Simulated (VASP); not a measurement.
**Ga: relaxation of cell and atoms with PBEsol**

Crystal: Ga.

```xyz
1
Lattice="0.0000 2.0187 2.0187 2.0187 0.0000 2.0187 2.0187 2.0187 0.0000" Properties=species:S:1:pos:R:3 pbc="T T T"
Ga    0.0000    0.0000    0.0000
```

This isn't the form of Ga at room conditions, which is orthorhombic.

| Quantity | Value |
| --- | --- |
| Program | VASP 6.6.1 |
| Task | relaxation of cell and atoms |
| Functional | PBEsol |
| Potentials or basis | VASP PAW PBE potentials, release 64 (Ga_d) |
| Cutoff | 600 eV |
| k mesh | 18 × 18 × 18 |
| Occupations | gaussian, width 0.1 eV |
| Spin | no spin polarisation |
| Dipole correction | no |
| Further INCAR settings | ALGO = Normal; EDIFF = 1e-06; IBRION = 2; EDIFFG = -0.01; NSW = 80; ISIF = 3 |

```
Relaxed volume                        : 17.80 Å³/atom
Relaxed cell                          : a = 2.931 Å, b = 2.931 Å, c = 2.931 Å, α = 60.00°, β = 60.00°, γ = 60.00°
Space group after relaxing (to 0.1 Å) : Fm-3m (No. 225)
Energy gained by relaxing             : 21.9 meV/atom
Ionic steps                           : 3
Pressure after relaxing               : 0.1 GPa
Band gap on the k mesh                : zero (an odd number of electrons rules out a gap without spin polarisation)
```

Step by step:
```tsv
step	energy change (eV)	largest force (eV/Å)	pressure (GPa)	volume (Å³)
1	0.0000	0.0000	5.60	16.45
2	-0.0219	0.0000	-0.21	17.86
3	-0.0219	0.0000	0.05	17.80
```

Final structure:
```
Ga
1.0
     0.00000    2.07220    2.07220
     2.07220    0.00000    2.07220
     2.07220    2.07220    0.00000
Ga
1
Direct
  0.00000 0.00000 0.00000
```

Levels at points of the mesh, in eV from the Fermi level:
```csv
k point,band 3,band 4,band 5,band 6,band 7,band 8,band 9,band 10
"(0.00, 0.00, 0.00)",-14.97,-14.83,-14.83,-11.59,12.78,12.78,12.78,16.09
"(0.50, 0.00, 0.00)",-14.96,-14.71,-14.71,-5.09,-4.34,10.27,10.27,14.83
"(0.50, 0.50, 0.00)",-14.71,-14.68,-14.68,-2.84,-2.31,5.02,5.02,8.52
```

Run time: 55 s on 1 thread of Intel Xeon 8259CL (shared host), peak memory 0.18 GiB.

Caveat: the PAW data sets were made with another functional, which shifts forces and pressure a little.
